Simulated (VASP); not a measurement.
# Al3GaN4 (Cm) in VASP: a series of runs

Al3GaN4 is run at these levels: PBEsol; tasks: single point.

Program: VASP 6.6.1. These are calculated values, not measurements. Logs are shortened: lines on timing, memory, paths and dates and some standing lists are left out, and cuts for length are marked.

### Step 1. The cell of the first run

It takes space group Cm (No. 8, monoclinic). Conventional cell: a = 6.232 Å, b = 6.232 Å, c = 4.407 Å, α = 90.00°, β = 90.00°, γ = 90.00°. Within 2.5 Å of Al (site symmetry m) lie 4 N at 1.90 Å. Al (site symmetry 1) has 4 N at 1.90 Å within 2.5 Å. Ga (site symmetry m) has 4 N at 1.89 to 2.00 Å within 2.5 Å. Within 2.5 Å of N (site symmetry m) lie 1 Ga at 1.89 Å and 3 Al at 1.90 Å. N (site symmetry 1) has 3 Al at 1.90 Å and 1 Ga at 1.95 Å within 2.5 Å. Within 2.5 Å of N (site symmetry m) lie 3 Al at 1.90 Å and 1 Ga at 2.00 Å.

### Step 2. Single point, PBEsol (atom 4 (Ga) moved -0.067 Å along Cartesian [1 1 0])

The input, INCAR:

```
SYSTEM = Al3GaN4
  ALGO = Normal
  EDIFF = 1E-6
  ENCUT = 520
  GGA = PS
  ISIF = 2
  ISMEAR = 0
  LASPH = .True.
  LCHARG = .False.
  LREAL = .False.
  LWAVE = .False.
  NBANDS = 31
  NELM = 60
  PREC = Accurate
  SIGMA = 0.05
```

The input, KPOINTS:

```
k-points
0
Gamma
  6 6 6
  0 0 0
```

The input, POSCAR:

```
Al3GaN4
1.0
    4.4069948390      0.0000000000      0.0000000000
    0.0000000000      4.4069948390      0.0000000000
    0.0000000000      0.0000000000      4.4069948390
Al Ga N
3 1 4
Direct
    0.5000000000      0.5000000000      0.0000000000
    0.5000000000      0.0000000000      0.5000000000
    0.0000000000      0.5000000000      0.5000000000
   -0.0107020825     -0.0107020825      0.0000000000
    0.7447077168      0.7447077168      0.2552922832
    0.7447077168      0.2552922832      0.7447077168
    0.2552922832      0.7447077168      0.7447077168
    0.2552922832      0.2552922832      0.2552922832
```

Potentials or basis: VASP PAW PBE potentials, release 64 (Al, Ga_d, N).

Run with:

```console
cat potpaw_PBE.64/Al/POTCAR potpaw_PBE.64/Ga_d/POTCAR potpaw_PBE.64/N/POTCAR > POTCAR
mpirun -np 1 vasp_std > vasp.out
```

OUTCAR:

```text
SYSTEM = Al3GaN4
   EDIFF = 1E-6
   ENCUT = 520
   GGA = PS
   ISIF = 2
   ISMEAR = 0
   LASPH = .True.
   LREAL = .False.
   NELM = 60
   PREC = Accurate

 ion  position               nearest neighbor table
   1  0.500  0.500  0.000-   5 1.90   6 1.90   7 1.90   8 1.90   4 3.05   3 3.12   2 3.12   2 3.12
                             3 3.12   2 3.12   2 3.12   3 3.12   3 3.12   4 3.12   4 3.12
   2  0.500  0.000  0.500-   5 1.90   6 1.90   7 1.90   8 1.90   4 3.08   4 3.08   1 3.12   1 3.12
                             3 3.12   1 3.12   3 3.12   1 3.12   3 3.12   3 3.12
   3  0.000  0.500  0.500-   5 1.90   6 1.90   7 1.90   8 1.90   4 3.08   4 3.08   1 3.12   1 3.12
                             2 3.12   2 3.12   1 3.12   2 3.12   1 3.12   2 3.12
   4  0.989  0.989  0.000-   5 1.89   6 1.95   7 1.95   8 2.00   1 3.05   2 3.08   3 3.08   2 3.08
                             3 3.08   1 3.12   1 3.12
   5  0.745  0.745  0.255-   4 1.89   2 1.90   3 1.90   1 1.90
   6  0.745  0.255  0.745-   1 1.90   2 1.90   3 1.90   4 1.95
   7  0.255  0.745  0.745-   1 1.90   2 1.90   3 1.90   4 1.95
   8  0.255  0.255  0.255-   1 1.90   2 1.90   3 1.90   4 2.00

  LATTYP: Found a simple cubic cell.
 ALAT       =     4.4069948390

  Lattice vectors:

 A1 = (   4.4069948390,   0.0000000000,   0.0000000000)
 A2 = (   0.0000000000,   4.4069948390,   0.0000000000)
 A3 = (   0.0000000000,   0.0000000000,   4.4069948390)

Analysis of symmetry for initial positions (statically):
=====================================================================
 Subroutine PRICEL returns:
 Original cell was already a primitive cell.

 Routine SETGRP: Setting up the symmetry group for a
 simple cubic supercell.

 Subroutine GETGRP returns: Found  2 space group operations
 (whereof  2 operations were pure point group operations)
 out of a pool of 48 trial point group operations.

The static configuration has the point symmetry C_1h.

Analysis of symmetry for dynamics (positions and initial velocities):
=====================================================================
 Subroutine PRICEL returns:
 Original cell was already a primitive cell.

 Routine SETGRP: Setting up the symmetry group for a
 simple cubic supercell.

 Subroutine GETGRP returns: Found  2 space group operations
 (whereof  2 operations were pure point group operations)
 out of a pool of 48 trial point group operations.

The dynamic configuration has the point symmetry C_1h.

 Subroutine INISYM returns: Found  2 space group operations
 (whereof  2 operations are pure point group operations),
 and found     1 'primitive' translations

[... 112 lines left out ...]
   ISIF   =      2    stress and relaxation
   ISYM   =      2    0-nonsym 1-usesym 2-fastsym
   POTIM  = 0.5000    time-step for ionic-motion
   TEBEG  =    0.0;   TEEND  =   0.0 temperature during run
   PSTRESS=    0.0 pullay stress
   NELECT =      42.0000    total number of electrons
   NUPDOWN=      -1.0000    fix difference up-down
   EMIN   =  10.00;   EMAX   =-10.00  energy-range for DOS
   EFERMI =   0.00;   METHOD = LEGACY
   ISMEAR =     0;   SIGMA  =   0.05  broadening in eV -4-tet -1-fermi 0-gaus
   EFERMI_NEDOS =   21; number of points for ismear=-14 and -15
   IALGO  =     38    algorithm
   IMIX   =      4    mixing-type and parameters
     AMIX     =   0.40;   BMIX     =  1.00
     AMIX_MAG =   1.60;   BMIX_MAG =  1.00
  volume/ion in A,a.u.               =      10.70        72.20
  Fermi-wavevector in a.u.,A,eV,Ry     =   1.291265  2.440137 22.685883  1.667365
  Thomas-Fermi vector in A             =   2.423046
   LORBIT       =      0    0 simple, 1 ext, 2 COOP (PROOUT), +10 PAW based schemes
   GGA     = PS    functional components
   LHFCALC =     F    Hartree Fock is set to
   AEXX    =    0.0000 exact exchange contribution
   IVDW    =     0    specifies the selected vdW correction
   LEPSILON=     F    determine dielectric tensor
   LRPA    =     F    only Hartree local field effects (RPA)
 non-spin polarized calculation
 Gauss-broadening in eV      SIGMA  =   0.05
  energy-cutoff  :      520.00
  volume of cell :       85.59
 maximum number of plane-waves:      2325
 NGX is ok and might be reduce to    36
   NGX = 17   NGY = 17   NGZ = 17

 number of electron      42.0000001 magnetization

 Free energy of the ion-electron system (eV)
  ---------------------------------------------------
  ext. energy  EPLUGINS =         0.00000000
  ---------------------------------------------------
  free energy    TOTEN  =       -59.91119181 eV

  energy without entropy =      -59.91119181  energy(sigma->0) =      -59.91119181

 E-fermi :   5.9215     XC(G=0): -11.3281

 val. band max:        5.6729772508   @ k =   0.0000   0.0000   0.0000
 cond. band min:       8.7314448864   @ k =   0.0000   0.0000   0.0000
 fundamental gap:      3.0584676356
 Fermi energy:         5.9215344810

 k-point     1 :       0.0000    0.0000    0.0000
  band No.  band energies     occupation
      1      -9.5551      2.00000
      2      -7.9165      2.00000
      3      -7.7828      2.00000
      4      -7.6630      2.00000
      5      -7.0046      2.00000
      6      -7.0046      2.00000
[... 805 lines left out ...]
     30      16.1412      0.00000
     31      16.2213      0.00000

 [... further k-points ...]
[... 5 lines left out ...]
  --------------------------------------------------------------------------------------
  -------------------------------------------------------------------------------------
  Total        0.0288686      0.0288686      0.0968885      0.0917684     -0.4267942     -0.4267945
  in kB        0.5403924      0.5403924      1.8136565      1.7178131     -7.9891671     -7.9891717
  external PRESSURE =       0.9648137 kB  Pullay stress =       0.0000000 kB

 VOLUME and BASIS-vectors are now :
 -----------------------------------------------------------------------------
  energy-cutoff  :      520.00
  volume of cell :       85.59
      direct lattice vectors                 reciprocal lattice vectors
     4.406994839  0.000000000  0.000000000     0.226911997  0.000000000  0.000000000
     0.000000000  4.406994839  0.000000000     0.000000000  0.226911997  0.000000000
     0.000000000  0.000000000  4.406994839     0.000000000  0.000000000  0.226911997

 POSITION                                       TOTAL-FORCE (eV/Angst)
 -----------------------------------------------------------------------------------
      2.20350      2.20350      0.00000        -0.219901     -0.219901      0.003193
      2.20350      0.00000      2.20350        -0.219223      0.159277     -0.001314
      0.00000      2.20350      2.20350         0.159277     -0.219223     -0.001314
      4.35983      4.35983      0.00000         0.849565      0.849565     -0.111613
      3.28192      3.28192      1.12507        -0.284159     -0.284159      0.256769
      3.28192      1.12507      3.28192        -0.027135     -0.047871      0.011002
      1.12507      3.28192      3.28192        -0.047871     -0.027135      0.011002
      1.12507      1.12507      1.12507        -0.210553     -0.210553     -0.167726
 -----------------------------------------------------------------------------------
    total drift:                                0.001015      0.001015     -0.000276

  FREE ENERGIE OF THE ION-ELECTRON SYSTEM (eV)
  ---------------------------------------------------
  free  energy   TOTEN  =       -59.9111918082 eV

  energy  without entropy=      -59.9111918082  energy(sigma->0) =      -59.91119181
```

stdout:

```text
POSCAR found type information on POSCAR AlGaN
 POSCAR found :  3 types and       8 ions
 scaLAPACK will be used
 -----------------------------------------------------------------------------
|                                                                             |
|                                                                             |
|     You enforced a specific xc type in the INCAR file but a different       |
|     I HOPE YOU KNOW WHAT YOU ARE DOING!                                     |
|                                                                             |
 -----------------------------------------------------------------------------

 LDA part: xc-table for (Slater+PW92), standard interpolation
 POSCAR, INCAR and KPOINTS ok, starting setup
 FFT: planning ... GRIDC
 FFT: planning ... GRID_SOFT
 FFT: planning ... GRID
 WAVECAR not read
 entering main loop
```

Wall time 88 s (1 thread of Intel Xeon 6975P-C (Granite Rapids), shared host); peak memory 0.31 GiB.

What came out:

```
Free energy            : -59.9112 eV
Pressure               : 0.1 GPa
Largest force          : 1.207 eV/Å
Band gap on the k mesh : 3.06 eV
```

Forces in eV/Å, atoms in the order of the input:
```
Al  -0.220 -0.220  0.003
Al  -0.219  0.159 -0.001
Al   0.159 -0.219 -0.001
Ga   0.850  0.850 -0.112
N   -0.284 -0.284  0.257
N   -0.027 -0.048  0.011
N   -0.048 -0.027  0.011
N   -0.211 -0.211 -0.168
```

Levels at points of the mesh, in eV from the valence-band top:
```
           k point  band 19  band 20  band 21  band 22  band 23  band 24
(0.00, 0.00, 0.00)    -0.10    -0.05     0.00     3.06     3.26     3.34
(0.50, 0.00, 0.00)    -1.23    -1.07    -0.89     5.39     5.57     5.93
(0.00, 0.00, 0.50)    -1.26    -0.99    -0.99     5.41     5.52     6.00
(0.50, 0.50, 0.00)    -0.65    -0.58    -0.54     7.20     7.35     7.42
(0.00, 0.50, 0.50)    -0.71    -0.59    -0.47     7.19     7.31     7.48
(0.50, 0.50, 0.50)    -0.59    -0.42    -0.27     5.40     6.84     6.85
```

Caveat: the cell differs from its parent crystal (atom 4 (Ga) moved -0.067 Å along Cartesian [1 1 0]); the PAW data sets were made with another functional, which shifts forces and pressure a little.

### Step 3. Single point, PBEsol (atom 4 (Ga) moved +0.100 Å along Cartesian [1 1 0])

The input, INCAR:

```
SYSTEM = Al3GaN4
PREC = Accurate
ENCUT = 520
EDIFF = 1E-7
ISMEAR = 0
SIGMA = 0.05
LREAL = .FALSE.
LASPH = .TRUE.
NELM = 60
ALGO = Normal
ISIF = 2
LWAVE = .FALSE.
LCHARG = .FALSE.
GGA = PS
NBANDS = 31
```

The input, KPOINTS:

```
regular mesh
0
G
  6 6 6
  0 0 0
```

POSCAR: that of step 2 with these lines changed.

```diff
@@ -11,3 +11,3 @@
     0.0000000000      0.5000000000      0.5000000000
-   -0.0107020825     -0.0107020825      0.0000000000
+    0.0160451012      0.0160451012      0.0000000000
     0.7447077168      0.7447077168      0.2552922832
```

Potentials or basis: VASP PAW PBE potentials, release 64 (Al, Ga_d, N).

Run with:

```console
cat potpaw_PBE.64/Al/POTCAR potpaw_PBE.64/Ga_d/POTCAR potpaw_PBE.64/N/POTCAR > POTCAR
mpirun -np 1 vasp_std > vasp.out
```

OUTCAR:

```text
SYSTEM = Al3GaN4
   PREC = Accurate
   ENCUT = 520
   EDIFF = 1E-7
   ISMEAR = 0
   LREAL = .FALSE.
   LASPH = .TRUE.
   NELM = 60
   ISIF = 2
   GGA = PS

 ion  position               nearest neighbor table
   1  0.500  0.500  0.000-   5 1.90   6 1.90   7 1.90   8 1.90   4 3.02   3 3.12   2 3.12   2 3.12
                             3 3.12   2 3.12   2 3.12   3 3.12   3 3.12   4 3.12   4 3.12
   2  0.500  0.000  0.500-   5 1.90   6 1.90   7 1.90   8 1.90   4 3.07   4 3.07   1 3.12   1 3.12
                             3 3.12   1 3.12   3 3.12   1 3.12   3 3.12   3 3.12
   3  0.000  0.500  0.500-   5 1.90   6 1.90   7 1.90   8 1.90   4 3.07   4 3.07   1 3.12   1 3.12
                             2 3.12   2 3.12   1 3.12   2 3.12   1 3.12   2 3.12
   4  0.016  0.016  0.000-   8 1.87   7 1.95   6 1.95   5 2.03   1 3.02   2 3.07   3 3.07   2 3.07
[... 1036 lines left out ...]

 VOLUME and BASIS-vectors are now :
 -----------------------------------------------------------------------------
  energy-cutoff  :      520.00
  volume of cell :       85.59
      direct lattice vectors                 reciprocal lattice vectors
     4.406994839  0.000000000  0.000000000     0.226911997  0.000000000  0.000000000
     0.000000000  4.406994839  0.000000000     0.000000000  0.226911997  0.000000000
     0.000000000  0.000000000  4.406994839     0.000000000  0.000000000  0.226911997

 POSITION                                       TOTAL-FORCE (eV/Angst)
 -----------------------------------------------------------------------------------
      2.20350      2.20350      0.00000         0.329844      0.329844      0.007254
      2.20350      0.00000      2.20350         0.327557     -0.238437     -0.003173
      0.00000      2.20350      2.20350        -0.238437      0.327557     -0.003173
      0.07071      0.07071      0.00000        -1.281970     -1.281970     -0.251983
      3.28192      3.28192      1.12507         0.286100      0.286100     -0.220167
      3.28192      1.12507      3.28192         0.073493      0.039026      0.018572
      1.12507      3.28192      3.28192         0.039026      0.073493      0.018572
      1.12507      1.12507      1.12507         0.464387      0.464387      0.434099
 -----------------------------------------------------------------------------------
    total drift:                                0.000444      0.000444      0.000015

  FREE ENERGIE OF THE ION-ELECTRON SYSTEM (eV)
  ---------------------------------------------------
  free  energy   TOTEN  =       -59.8610372515 eV

  energy  without entropy=      -59.8610372515  energy(sigma->0) =      -59.86103725
```

OSZICAR:

```text
N       E                     dE             d eps       ncg     rms          rms(c)
DAV:   1     0.320150829950E+03    0.32015E+03   -0.19396E+04  4697   0.169E+03
DAV:   2    -0.229122729926E+02   -0.34306E+03   -0.31745E+03  4935   0.456E+02
DAV:   3    -0.667181499983E+02   -0.43806E+02   -0.43024E+02  4757   0.128E+02
DAV:   4    -0.684966364174E+02   -0.17785E+01   -0.17716E+01  5637   0.288E+01
DAV:   5    -0.685364045604E+02   -0.39768E-01   -0.39752E-01  4941   0.405E+00    0.161E+01
DAV:   6    -0.598518455015E+02    0.86846E+01   -0.26535E+01  6743   0.527E+01    0.555E+00
DAV:   7    -0.599468252709E+02   -0.94980E-01   -0.27686E+00  5067   0.103E+01    0.397E+00
DAV:   8    -0.598872729325E+02    0.59552E-01   -0.40133E-01  5626   0.559E+00    0.938E-01
DAV:   9    -0.598609957658E+02    0.26277E-01   -0.87616E-02  6567   0.389E+00    0.483E-01
DAV:  10    -0.598608900567E+02    0.10571E-03   -0.13687E-02  5200   0.647E-01    0.190E-01
DAV:  11    -0.598610343117E+02   -0.14425E-03   -0.67587E-04  6454   0.247E-01    0.214E-02
DAV:  12    -0.598610384564E+02   -0.41447E-05   -0.10220E-04  5184   0.914E-02    0.158E-02
DAV:  13    -0.598610373891E+02    0.10673E-05   -0.12694E-05  6403   0.324E-02    0.849E-03
DAV:  14    -0.598610374419E+02   -0.52774E-07   -0.28973E-06  5893   0.147E-02    0.534E-03
DAV:  15    -0.598610372978E+02    0.14408E-06   -0.83050E-07  5868   0.600E-03    0.250E-03
DAV:  16    -0.598610372515E+02    0.46322E-07   -0.96309E-08  3431   0.190E-03
   1 F= -.59861037E+02 E0= -.59861037E+02  d E =-.589703E-11
```

Run time: 1.7 min. Hardware: 1 thread of Intel Xeon 6975P-C (Granite Rapids), shared host; peak memory 0.3 GiB.

What came out:

| Property | Result |
| --- | --- |
| Free energy | -59.8610 eV |
| Pressure | 0.3 GPa |
| Largest force | 1.830 eV/Å |
| Band gap on the k mesh | 2.92 eV |

Forces on the atoms (eV/Å):
```
Al   0.330  0.330  0.007
Al   0.328 -0.238 -0.003
Al  -0.238  0.328 -0.003
Ga  -1.282 -1.282 -0.252
N    0.286  0.286 -0.220
N    0.073  0.039  0.019
N    0.039  0.073  0.019
N    0.464  0.464  0.434
```

Stress tensor (GPa, compression positive):
```
0.18 0.38 1.22
0.38 0.18 1.22
1.22 1.22 0.47
```

Levels at points of the mesh, in eV from the valence-band top:
```csv
k point,band 18,band 19,band 20,band 21,band 22,band 23,band 24,band 25
"(0.00, 0.00, 0.00)",-2.00,-0.15,-0.08,0.00,2.92,3.23,3.31,3.55
"(0.50, 0.00, 0.00)",-1.41,-1.27,-1.10,-0.86,5.30,5.55,5.88,6.11
"(0.00, 0.00, 0.50)",-1.29,-1.29,-1.02,-1.01,5.30,5.48,5.97,6.09
"(0.50, 0.50, 0.00)",-0.92,-0.71,-0.60,-0.54,7.11,7.28,7.39,7.75
"(0.00, 0.50, 0.50)",-0.96,-0.79,-0.61,-0.43,7.09,7.25,7.46,7.74
"(0.50, 0.50, 0.50)",-0.65,-0.61,-0.44,-0.22,5.37,6.79,6.81,6.84
```

Caveat: the cell differs from its parent crystal (atom 4 (Ga) moved +0.100 Å along Cartesian [1 1 0]); the PAW data sets were made with another functional, which shifts forces and pressure a little.
